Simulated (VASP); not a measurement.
# Pt (Fm-3m) in VASP: single point with PBE

Aim: the single point of Pt with PBE.

All numbers are computed with VASP 6.6.1; they aren't measurements. Logs are shortened: lines on timing, memory, paths and dates and some standing lists are left out, and cuts for length are marked.

### Step 1. The cell of the first run

Symmetry: Fm-3m, No. 225, cubic system. The conventional cell has a = 3.922 Å, b = 3.922 Å, c = 3.922 Å, α = 90.00°, β = 90.00°, γ = 90.00°. Pt (site symmetry m-3m) has 12 Pt at 2.77 Å within 3.7 Å.

### Step 2. Single point, PBE

The input, INCAR:

```
SYSTEM = Pt
ALGO     = Normal         ! electronic algorithm
EDIFF    = 1E-6           ! SCF threshold, eV
ENCUT    = 500            ! plane-wave cutoff, eV
GGA      = PE             ! functional
GGA_COMPAT= .False.      
ISIF     = 2              ! what is computed and relaxed
ISMEAR   = -1             ! smearing method
LASPH    = .True.         ! aspherical terms in the spheres
LCHARG   = .False.        ! write CHGCAR
LREAL    = .False.        ! projectors in reciprocal space
LWAVE    = .False.        ! write WAVECAR
NBANDS   = 11             ! bands
NELM     = 120            ! most SCF steps
PREC     = Accurate       ! precision mode
SIGMA    = 0.1            ! smearing width, eV
```

The input, KPOINTS:

```
k-points
0
Gamma
  13 13 13
  0 0 0
```

The input, POSCAR:

```
Pt
1.0
    0.0000000000      1.9609000000      1.9609000000
    1.9609000000      0.0000000000      1.9609000000
    1.9609000000      1.9609000000      0.0000000000
Pt
1
Direct
    0.0000000000      0.0000000000      0.0000000000
```

Potentials or basis: VASP PAW PBE potentials, release 64 (Pt).

Run with:

```console
cat potpaw_PBE.64/Pt/POTCAR > POTCAR
mpirun -np 1 vasp_std > vasp.out
```

OUTCAR:

```text
SYSTEM = Pt
   EDIFF = 1E-6
   ENCUT = 500
   GGA = PE
   ISIF = 2
   ISMEAR = -1
   LASPH = .True.
   LREAL = .False.
   NELM = 120
   PREC = Accurate

 ion  position               nearest neighbor table
   1  0.000  0.000  0.000-

  LATTYP: Found a face centered cubic cell.
 ALAT       =     3.9218000000

  Lattice vectors:

 A1 = (   0.0000000000,   1.9609000000,   1.9609000000)
 A2 = (   1.9609000000,   0.0000000000,   1.9609000000)
 A3 = (   1.9609000000,   1.9609000000,   0.0000000000)

Analysis of symmetry for initial positions (statically):
=====================================================================
 Subroutine PRICEL returns:
 Original cell was already a primitive cell.

 Routine SETGRP: Setting up the symmetry group for a
 face centered cubic supercell.

 Subroutine GETGRP returns: Found 48 space group operations
 (whereof 48 operations were pure point group operations)
 out of a pool of 48 trial point group operations.

The static configuration has the point symmetry O_h .

Analysis of symmetry for dynamics (positions and initial velocities):
=====================================================================
 Subroutine PRICEL returns:
 Original cell was already a primitive cell.

 Routine SETGRP: Setting up the symmetry group for a
 face centered cubic supercell.

 Subroutine GETGRP returns: Found 48 space group operations
 (whereof 48 operations were pure point group operations)
 out of a pool of 48 trial point group operations.

The dynamic configuration has the point symmetry O_h .

 Subroutine INISYM returns: Found 48 space group operations
 (whereof 48 operations are pure point group operations),
 and found     1 'primitive' translations

----------------------------------------------------------------------------------------

                                     Primitive cell

  volume of cell :      15.0798

  direct lattice vectors                    reciprocal lattice vectors
     0.000000000  1.960900000  1.960900000    -0.254984956  0.254984956  0.254984956
     1.960900000  0.000000000  1.960900000     0.254984956 -0.254984956  0.254984956
     1.960900000  1.960900000  0.000000000     0.254984956  0.254984956 -0.254984956

  length of vectors
     2.773131374  2.773131374  2.773131374     0.441646899  0.441646899  0.441646899

  position of ions in fractional coordinates (direct lattice)
     0.000000000  0.000000000  0.000000000

  ion indices of the primitive-cell ions
[... 79 lines left out ...]
   NFREE  =      0    steps in history (QN), initial steepest desc. (CG)
   ISIF   =      2    stress and relaxation
   ISYM   =      2    0-nonsym 1-usesym 2-fastsym
   POTIM  = 0.5000    time-step for ionic-motion
   TEBEG  =    0.0;   TEEND  =   0.0 temperature during run
   PSTRESS=    0.0 pullay stress
   NELECT =      10.0000    total number of electrons
   NUPDOWN=      -1.0000    fix difference up-down
   EMIN   =  10.00;   EMAX   =-10.00  energy-range for DOS
   EFERMI =   0.00;   METHOD = LEGACY
   ISMEAR =    -1;   SIGMA  =   0.10  broadening in eV -4-tet -1-fermi 0-gaus
   EFERMI_NEDOS =   21; number of points for ismear=-14 and -15
   IALGO  =     38    algorithm
   IMIX   =      4    mixing-type and parameters
     AMIX     =   0.40;   BMIX     =  1.00
     AMIX_MAG =   1.60;   BMIX_MAG =  1.00
  volume/ion in A,a.u.               =      15.08       101.76
  Fermi-wavevector in a.u.,A,eV,Ry     =   1.427609  2.697791 27.729605  2.038068
  Thomas-Fermi vector in A             =   2.547760
   LORBIT       =      0    0 simple, 1 ext, 2 COOP (PROOUT), +10 PAW based schemes
   GGA     = PE    functional components
   LHFCALC =     F    Hartree Fock is set to
   AEXX    =    0.0000 exact exchange contribution
   IVDW    =     0    specifies the selected vdW correction
   LEPSILON=     F    determine dielectric tensor
   LRPA    =     F    only Hartree local field effects (RPA)
 non-spin polarized calculation
  energy-cutoff  :      500.00
  volume of cell :       15.08
 maximum number of plane-waves:       388
   NGX = 11   NGY = 11   NGZ = 11

 number of electron      10.0000001 magnetization

 Free energy of the ion-electron system (eV)
  ---------------------------------------------------
  ext. energy  EPLUGINS =         0.00000000
  ---------------------------------------------------
  free energy    TOTEN  =        -6.10683102 eV

  energy without entropy =       -6.04740950  energy(sigma->0) =       -6.07712026

 E-fermi :  11.2605     XC(G=0): -13.4927

 val. band max:       11.2436046697   @ k =   0.4615   0.0000   0.0000
 cond. band min:      11.2615397780   @ k =  -0.4615   0.3077   0.0769
 fundamental gap:      0.0179351083
 Fermi energy:        11.2604995440

 k-point     1 :       0.0000    0.0000    0.0000
  band No.  band energies     occupation
      1       1.0493      2.00000
      2       7.4739      2.00000
      3       7.4739      2.00000
      4       7.4739      2.00000
      5       9.6272      2.00000
      6       9.6272      2.00000
      7      25.9080      0.00000
      8      30.8729      0.00000
      9      30.8729      0.00000
     10      30.8729      0.00000
     11      36.2186      0.00000
[... 309 lines left out ...]
 k-point    24 :       0.4615    0.1538    0.0000
  band No.  band energies     occupation
      1       4.5910      2.00000
      2       6.9432      2.00000
      3       7.8461      2.00000
      4       8.1459      2.00000
      5      11.3555      0.55759
      6      12.7320      0.00000
      7      18.8479      0.00000
      8      26.7158      0.00000
      9      28.7957      0.00000
     10      29.7894      0.00000
     11      38.2725      0.00000

 [... further k-points ...]

------------------------ aborting loop because EDIFF is reached ----------------------------------------

  FORCE on cell =-STRESS in cart. coord.  units (eV):
  Direction    XX          YY          ZZ          XY          YZ          ZX
  --------------------------------------------------------------------------------------
  -------------------------------------------------------------------------------------
  Total        0.9315705      0.9315705      0.9315705     -0.0000000      0.0000000      0.0000000
  in kB       98.9760200     98.9760200     98.9760200     -0.0000000      0.0000000      0.0000000
  external PRESSURE =      98.9760200 kB  Pullay stress =       0.0000000 kB

 VOLUME and BASIS-vectors are now :
 -----------------------------------------------------------------------------
  energy-cutoff  :      500.00
  volume of cell :       15.08
      direct lattice vectors                 reciprocal lattice vectors
     0.000000000  1.960900000  1.960900000    -0.254984956  0.254984956  0.254984956
     1.960900000  0.000000000  1.960900000     0.254984956 -0.254984956  0.254984956
     1.960900000  1.960900000  0.000000000     0.254984956  0.254984956 -0.254984956

 POSITION                                       TOTAL-FORCE (eV/Angst)
 -----------------------------------------------------------------------------------
      0.00000      0.00000      0.00000         0.000000     -0.000000      0.000000
 -----------------------------------------------------------------------------------
    total drift:                               -0.000000     -0.000000     -0.000000

  FREE ENERGIE OF THE ION-ELECTRON SYSTEM (eV)
  ---------------------------------------------------
  free  energy   TOTEN  =        -6.1068310216 eV

  energy  without entropy=       -6.0474094959  energy(sigma->0) =       -6.07712026
```

OSZICAR:

```text
N       E                     dE             d eps       ncg     rms          rms(c)
DAV:   1     0.396524919281E+02    0.39652E+02   -0.52395E+03  1896   0.818E+02
DAV:   2    -0.589404634654E+01   -0.45547E+02   -0.43662E+02  2108   0.175E+02
DAV:   3    -0.648429434927E+01   -0.59025E+00   -0.58318E+00  2151   0.192E+01
DAV:   4    -0.648664144952E+01   -0.23471E-02   -0.23468E-02  2145   0.142E+00
DAV:   5    -0.648666043473E+01   -0.18985E-04   -0.18984E-04  2174   0.119E-01    0.130E+01
DAV:   6    -0.615047631780E+01    0.33618E+00   -0.74653E-01  1986   0.694E+00    0.688E+00
DAV:   7    -0.611041571099E+01    0.40061E-01   -0.14820E-01  2142   0.301E+00    0.253E+00
DAV:   8    -0.610705013737E+01    0.33656E-02   -0.66530E-03  2028   0.706E-01    0.585E-01
DAV:   9    -0.610682784364E+01    0.22229E-03   -0.18849E-04  2061   0.120E-01    0.468E-02
DAV:  10    -0.610683115613E+01   -0.33125E-05   -0.48177E-06  2337   0.167E-02    0.514E-03
DAV:  11    -0.610683102156E+01    0.13457E-06   -0.30908E-08  1149   0.169E-03
   1 F= -.61068310E+01 E0= -.60771203E+01  d E =-.594215E-01
```

stdout:

```text
POSCAR found type information on POSCAR Pt
 POSCAR found :  1 types and       1 ions
 scaLAPACK will be used
 LDA part: xc-table for (Slater+PW92), standard interpolation
 POSCAR, INCAR and KPOINTS ok, starting setup
 FFT: planning ... GRIDC
 FFT: planning ... GRID_SOFT
 FFT: planning ... GRID
 WAVECAR not read
 entering main loop
```

It took 18 s on 1 thread of AMD EPYC 7R43 (Zen 3), shared host; peak memory 0.1 GiB.

What came out:

```yaml
Free_energy: -6.1068 eV
Pressure: 9.9 GPa
Band_gap_on_the_k_mesh: zero (band 5 reaches 11.69 eV, above the bottom of band 6 at 9.52 eV)
```

Caveat: spin-orbit coupling is left out, which moves the levels of the heavy elements.
